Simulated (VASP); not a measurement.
Al, 2 atoms in the cell. Symmetry: I4_1/amd, No. 141, tetragonal system. Conventional cell: a = 5.222 Å, b = 5.222 Å, c = 2.709 Å, α = 90.00°, β = 90.00°, γ = 90.00°. Within 3.6 Å of Al (site symmetry -4m2) lie 10 Al at 2.70 to 3.31 Å. 

* Program: VASP 6.6.1
* Task: single point
* Functional: PBE
* Potentials or basis: VASP PAW PBE potentials, release 64 (Al)
* Cutoff: 520 eV
* k mesh: 16 × 16 × 16
* Occupations: fermi-dirac, width 0.05 eV
* Spin: no spin polarisation
* Dipole correction: no
* Further INCAR settings: ALGO = Normal; EDIFF = 1e-06; NBANDS = 10

Potentials or basis: VASP PAW PBE potentials, release 64 (Al).

Command:

```bash
$ cat potpaw_PBE.64/Al/POTCAR > POTCAR
$ mpirun -np 1 vasp_std > vasp.out
```

Hardware: 1 thread of AMD EPYC 9R45 96-Core Processor (Zen 5), with other jobs on the host.

Question: How long does it take, and how much memory?

Answer: Wall time 45 s on 1 thread of AMD EPYC 9R45 96-Core Processor (Zen 5) (shared host), peak memory 0.21 GiB. Counts: scf iterations 10, k points 349.
